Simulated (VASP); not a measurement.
Wanted: the native input for a VASP 6.6.1 run.

```
Task                   : single point
Functional             : PBE
Potentials or basis    : VASP PAW PBE potentials, release 64 (Sc_sv, Al, As)
Cutoff                 : 520 eV
k mesh                 : 6 × 6 × 4
Occupations            : gaussian, width 0.1 eV
Spin                   : no spin polarisation
Dipole correction      : no
Further INCAR settings : ALGO = Normal; EDIFF = 1e-06; NBANDS = 29
```

The structure of Sc2AlAs3 lies in POSCAR:

```
Sc2AlAs3
1.0
    5.2667968894      0.0000000000      0.0000000000
   -2.6333984447      4.5611799028      0.0000000000
    0.0000000000      0.0000000000      5.3993290214
Sc Al As
2 1 3
Direct
    0.3333333333      0.6666666667      0.0000000000
    0.6666666667      0.3333333333      0.0000000000
    0.0000000000      0.0000000000      0.0000000000
    0.3333333333      0.6666666667      0.5000000000
    0.6666666667      0.3333333333      0.5000000000
    0.0000000000      0.0000000000      0.5000000000
```

The cell was generated, and may not be a known phase.

The input as run:

INCAR

```
SYSTEM = Sc2AlAs3
PREC     = Accurate       ! precision mode
ENCUT    = 520            ! plane-wave cutoff, eV
EDIFF    = 1E-6           ! SCF threshold, eV
ISMEAR   = 0              ! smearing method
SIGMA    = 0.1            ! smearing width, eV
LREAL    = .FALSE.        ! projectors in reciprocal space
LASPH    = .TRUE.         ! aspherical terms in the spheres
NELM     = 100            ! most SCF steps
ALGO     = Normal         ! electronic algorithm
ISIF     = 2              ! what is computed and relaxed
LWAVE    = .FALSE.        ! write WAVECAR
LCHARG   = .TRUE.         ! write CHGCAR
GGA      = PE             ! functional
LELF     = .TRUE.         ! ELF
LVHAR    = .TRUE.       
NBANDS   = 29             ! bands
```

KPOINTS

```
regular mesh
0
G
  6 6 4
  0 0 0
```

Potentials or basis: VASP PAW PBE potentials, release 64 (Sc_sv, Al, As).

Launch:

```sh
$ cat potpaw_PBE.64/Sc_sv/POTCAR potpaw_PBE.64/Al/POTCAR potpaw_PBE.64/As/POTCAR > POTCAR
$ mpirun -np 1 vasp_std > vasp.out
```

It gave:

- Pressure: 0.4 GPa
- Band gap on the k mesh: zero (bands 20 and 21 overlap by 0.84 eV)

It took 100 s on 1 thread of Oxide Virtual Turin-like Processor, on a shared host, peak memory 0.24 GiB.
